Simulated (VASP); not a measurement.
# CuAu (R-3m) in VASP: vibrations by perturbation theory with PBE

Aim: the vibrations by perturbation theory of CuAu with PBE.

Everything below comes from runs of VASP 6.6.1. Logs are shortened: lines on timing, memory, paths and dates and some standing lists are left out, and cuts for length are marked.

**1. The cell of the first run**

Symmetry: R-3m, No. 166, trigonal system. The conventional cell has a = 2.886 Å, b = 2.886 Å, c = 12.769 Å, α = 90.00°, β = 90.00°, γ = 120.00°. Au (site symmetry -3m) has 6 Cu at 2.70 Å and 6 Au at 2.89 Å within 3.6 Å. Cu (site symmetry -3m) has 6 Au at 2.70 Å and 6 Cu at 2.89 Å within 3.6 Å.

**2. Vibrations by perturbation theory, PBE**

INCAR

```
PREC = Accurate
ENCUT = 600
EDIFF = 1E-8
ISMEAR = -1
SIGMA = 0.05
LREAL = False
LASPH = True
NELM = 120
ALGO = Normal
ISIF = 2
LWAVE = False
LCHARG = True
GGA = PE
IBRION = 8
NSW = 1
GGA_COMPAT = False
```

KPOINTS

```
Automatic mesh
0
Gamma
  10 10 10
```

POSCAR

```
CuAu
1.0
    1.4430568479      0.8331492596      4.2561707609
   -1.4430568479      0.8331492596      4.2561707609
    0.0000000000     -1.6662985192      4.2561707609
Au Cu
1 1
Direct
    0.0000000000      0.0000000000      0.0000000000
    0.5000000000      0.5000000000      0.5000000000
```

Potentials or basis: VASP PAW PBE potentials, release 64 (Au, Cu).

The run is started by

```bash
> cat potpaw_PBE.64/Au/POTCAR potpaw_PBE.64/Cu/POTCAR > POTCAR
> mpirun -np 1 vasp_std > vasp.out
```

OUTCAR:

```text
PREC = Accurate
   ENCUT = 600
   EDIFF = 1E-8
   ISMEAR = -1
   LREAL = False
   LASPH = True
   NELM = 120
   ISIF = 2
   GGA = PE
   IBRION = 8
   NSW = 1

 ion  position               nearest neighbor table
   1  0.000  0.000  0.000-   2 2.70   2 2.70   2 2.70   2 2.70   2 2.70   2 2.70
   2  0.500  0.500  0.500-   1 2.70   1 2.70   1 2.70   1 2.70   1 2.70   1 2.70

  LATTYP: Found a trigonal (rhomboedric) cell.
 ALAT       =     4.5707264522
 COS(alpha) =     0.8006453295

  Lattice vectors:

 A1 = (   1.4430568479,   0.8331492596,   4.2561707609)
 A2 = (  -1.4430568479,   0.8331492596,   4.2561707609)
 A3 = (   0.0000000000,  -1.6662985192,   4.2561707609)

Analysis of symmetry for initial positions (statically):
=====================================================================
 Subroutine PRICEL returns:
 Original cell was already a primitive cell.

 Routine SETGRP: Setting up the symmetry group for a
 trigonal (rhombohedral) supercell.

 Subroutine GETGRP returns: Found 12 space group operations
 (whereof 12 operations were pure point group operations)
 out of a pool of 12 trial point group operations.

The static configuration has the point symmetry D_3d.

Analysis of symmetry for dynamics (positions and initial velocities):
=====================================================================
 Subroutine PRICEL returns:
 Original cell was already a primitive cell.

 Routine SETGRP: Setting up the symmetry group for a
 trigonal (rhombohedral) supercell.

 Subroutine GETGRP returns: Found 12 space group operations
 (whereof 12 operations were pure point group operations)
 out of a pool of 12 trial point group operations.

The dynamic configuration has the point symmetry D_3d.

 Subroutine INISYM returns: Found 12 space group operations
 (whereof 12 operations are pure point group operations),
 and found     1 'primitive' translations

----------------------------------------------------------------------------------------

                                     Primitive cell

  volume of cell :      30.7027

  direct lattice vectors                    reciprocal lattice vectors
     1.443056848  0.833149260  4.256170761     0.346486696  0.200044187  0.078317660
    -1.443056848  0.833149260  4.256170761    -0.346486696  0.200044187  0.078317660
     0.000000000 -1.666298519  4.256170761     0.000000000 -0.400088375  0.078317660

  length of vectors
     4.570726452  4.570726452  4.570726452     0.407681694  0.407681694  0.407681694

  position of ions in fractional coordinates (direct lattice)
     0.000000000  0.000000000  0.000000000
     0.500000000  0.500000000  0.500000000

  ion indices of the primitive-cell ions
   primitive index   ion index
                 1           1
                 2           2

----------------------------------------------------------------------------------------

 KPOINTS: Automatic mesh

Automatic generation of k-mesh.
 Grid dimensions read from file:
 generate k-points for:   10   10   10

 Generating k-lattice:

  Cartesian coordinates                     Fractional coordinates (reciprocal lattice)
     0.034648670  0.020004419  0.007831766     0.100000000 -0.000000000  0.000000000
    -0.034648670  0.020004419  0.007831766    -0.000000000  0.100000000  0.000000000
     0.000000000 -0.040008837  0.007831766     0.000000000  0.000000000  0.100000000

  Length of vectors
     0.040768169  0.040768169  0.040768169

[... 86 lines left out ...]
  volume of cell :       30.70
 maximum number of plane-waves:      1040
 NGX is ok and might be reduce to    40
   NGX = 19   NGY = 19   NGZ = 19

--------------------------------------- Ionic step        1  -------------------------------------------

 number of electron      21.9999997 magnetization

 Free energy of the ion-electron system (eV)
  ---------------------------------------------------
  ext. energy  EPLUGINS =         0.00000000
  ---------------------------------------------------
  free energy    TOTEN  =        -6.92833691 eV

  energy without entropy =       -6.92284001  energy(sigma->0) =       -6.92558846

 E-fermi :   7.9536     XC(G=0): -12.3398

 val. band max:        7.9273817576   @ k =  -0.4000   0.4000   0.1000
 cond. band min:       7.9637019928   @ k =   0.3000   0.3000   0.1000
 fundamental gap:      0.0363202352
 Fermi energy:         7.9535972381

 k-point     1 :       0.0000    0.0000    0.0000
  band No.  band energies     occupation
      1      -1.3696      2.00000
      2       1.6353      2.00000
      3       3.3112      2.00000
      4       3.3112      2.00000
      5       4.2836      2.00000
      6       4.2836      2.00000
      7       5.3143      2.00000
      8       5.8377      2.00000
      9       5.8377      2.00000
     10       6.4549      2.00000
     11       6.4549      2.00000
     12       7.9709      0.82914
     13      12.6208      0.00000
     14      22.5983      0.00000
[... 401 lines left out ...]
      2       2.1585      2.00000
      3       2.8300      2.00000
      4       3.7869      2.00000
      5       3.9562      2.00000
      6       5.4419      2.00000
      7       5.4989      2.00000
      8       5.7381      2.00000
      9       6.1085      2.00000
     10       6.2856      2.00000
     11       6.4459      2.00000
     12       9.7818      0.00000
     13      14.7876      0.00000
     14      15.5955      0.00000
     15      17.3283      0.00000

 [... further k-points ...]

------------------------ aborting loop because EDIFF is reached ----------------------------------------

  FORCE on cell =-STRESS in cart. coord.  units (eV):
  Direction    XX          YY          ZZ          XY          YZ          ZX
  --------------------------------------------------------------------------------------
  -------------------------------------------------------------------------------------
  Total        0.0403711      0.0403711     -0.1529919     -0.0000000     -0.0000000     -0.0000000
  in kB        2.1067076      2.1067076     -7.9836673     -0.0000000     -0.0000000     -0.0000000
  external PRESSURE =      -1.2567507 kB  Pullay stress =       0.0000000 kB

 VOLUME and BASIS-vectors are now :
 -----------------------------------------------------------------------------
  energy-cutoff  :      600.00
  volume of cell :       30.70
      direct lattice vectors                 reciprocal lattice vectors
     1.443056848  0.833149260  4.256170761     0.346486696  0.200044187  0.078317660
    -1.443056848  0.833149260  4.256170761    -0.346486696  0.200044187  0.078317660
     0.000000000 -1.666298519  4.256170761     0.000000000 -0.400088375  0.078317660

 POSITION                                       TOTAL-FORCE (eV/Angst)
 -----------------------------------------------------------------------------------
      0.00000      0.00000      0.00000         0.000000     -0.000000     -0.000000
      0.00000      0.00000      6.38426         0.000000      0.000000      0.000000
 -----------------------------------------------------------------------------------
    total drift:                               -0.000000      0.000000     -0.000000

  FREE ENERGIE OF THE ION-ELECTRON SYSTEM (eV)
  ---------------------------------------------------
  free  energy   TOTEN  =        -6.9283369066 eV

  energy  without entropy=       -6.9228400148  energy(sigma->0) =       -6.92558846

[... ionic steps 2 to 3 ...]

--------------------------------------- Ionic step        4  -------------------------------------------

------------------------ aborting loop because EDIFF is reached ----------------------------------------
[... 11 lines left out ...]
[... ionic steps 8 to 8 ...]

--------------------------------------- Ionic step        9  -------------------------------------------

 Free energy of the ion-electron system (eV)
  ---------------------------------------------------
  ---------------------------------------------------
  free energy    TOTEN  =        -0.24731827 eV

  energy without entropy =       -0.24731827

------------------------ aborting loop because EDIFF is reached ----------------------------------------

 INTERNAL STRAIN TENSOR  FOR ION    2  DIRECTION 3   (eV/Angst):
 -----------------------------------------------------------------------------
    -0.02022 -0.00000 -0.00000
     0.00000 -0.02022 -0.00000
     0.00000 -0.00000  0.02974

 INTERNAL STRAIN TENSOR FOR ION    2 for displacements in x,y,z  (eV/Angst):
          X           Y           Z          XY          YZ          ZX
  --------------------------------------------------------------------------------
  x     0.00000     0.00000     0.00000     0.00000     0.00000     0.00000
  y     0.00000     0.00000     0.00000     0.00000     0.00000     0.00000
  z     0.00000     0.00000     0.00000     0.00000     0.00000     0.00000

 SECOND DERIVATIVES (NOT SYMMETRIZED)
 ------------------------------------
               1X          1Y          1Z          2X          2Y          2Z
  1X    -1.996963    0.000000    0.000000    1.996963    0.000000    0.000000
  1Y     0.000000   -1.996963    0.000000    0.000000    1.996963    0.000000
  1Z     0.000000    0.000000   -7.318917    0.000000    0.000000    7.318917
  2X     1.997771    0.000000   -0.000000   -1.997771    0.000000    0.000000
  2Y     0.000000    1.997771    0.000000    0.000000   -1.997771    0.000000
  2Z     0.000000    0.000000    7.300379    0.000000    0.000000   -7.300379

 Eigenvectors and eigenvalues of the dynamical matrix
 ----------------------------------------------------

   1 f  =    6.095819 THz    38.301162 2PiTHz  203.334644 cm-1    25.210271 meV
             X         Y         Z           dx          dy          dz
      0.000000  0.000000  0.000000     0.000000    0.000000   -0.494364
      0.000000  0.000000  6.384256    -0.000000   -0.000000    0.869255
[... 21 lines left out ...]
   6 f/i=    0.003322 THz     0.020871 2PiTHz    0.110801 cm-1     0.013738 meV
             X         Y         Z           dx          dy          dz
      0.000000  0.000000  0.000000     0.000000   -0.000000    0.869255
      0.000000  0.000000  6.384256    -0.000000   -0.000000    0.494364

--------------------------------------------------------------------------------------------------------

 ELASTIC MODULI CONTR FROM IONIC RELAXATION (kBar)
 Direction    XX          YY          ZZ          XY          YZ          ZX
 --------------------------------------------------------------------------------
 XX           0.0000      0.0000      0.0000      0.0000      0.0000      0.0000
 YY           0.0000      0.0000      0.0000      0.0000      0.0000      0.0000
 ZZ           0.0000      0.0000      0.0000      0.0000      0.0000      0.0000
 XY           0.0000      0.0000      0.0000      0.0000      0.0000      0.0000
 YZ           0.0000      0.0000      0.0000      0.0000      0.0000      0.0000
 ZX           0.0000      0.0000      0.0000      0.0000      0.0000      0.0000
 --------------------------------------------------------------------------------
```

It took 47 min on 1 thread of Oxide Virtual Turin-like, shared host; peak memory 0.65 GiB.

Results:

```yaml
Highest_phonon_frequency_at_Γ: 203 cm⁻¹
```

Phonon frequencies in cm⁻¹ (negative: imaginary):
| q point | frequencies |
| --- | --- |
| (0.000, 0.000, 0.000) | 0 0 0 106 106 203 |

Caveat: spin-orbit coupling is left out, which moves the levels of the heavy elements.
